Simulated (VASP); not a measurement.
**Al7Si: vibrations by perturbation theory with PBE**

Crystal: Al7Si.

```xyz
8
Lattice="0.0000 4.0186 4.0186 4.0186 0.0000 4.0186 4.0186 4.0186 0.0000" Properties=species:S:1:pos:R:3 pbc="T T T"
Al    2.0093    2.0093    0.0000
Al    2.0093    0.0000    2.0093
Al    4.0186    2.0093    2.0093
Al    0.0000    2.0093    2.0093
Al    2.0093    4.0186    2.0093
Al    2.0093    2.0093    4.0186
Al    4.0186    4.0186    4.0186
Si    0.0000    0.0000    0.0000
```

```
Program                : VASP 6.6.1
Task                   : vibrations by perturbation theory
Functional             : PBE
Potentials or basis    : VASP PAW PBE potentials, release 64 (Al, Si)
Cutoff                 : 520 eV
k mesh                 : 8 × 8 × 8
Occupations            : fermi-dirac, width 0.15 eV
Spin                   : no spin polarisation
Dipole correction      : no
Further INCAR settings : ALGO = Fast; EDIFF = 1e-08; IBRION = 8; NSW = 1
```

The highest phonon frequency at Γ is 336 cm⁻¹.

Phonon frequencies in cm⁻¹ (negative: imaginary):
| q point | frequencies |
| --- | --- |
| (0.000, 0.000, 0.000) | 0 0 0 94 94 94 116 116 116 141 141 173 173 173 191 191 191 296 296 296 334 334 334 336 |

It took 25 min on 1 thread of Oxide Virtual Turin-like Processor, with other jobs on the host, peak memory 0.76 GiB.
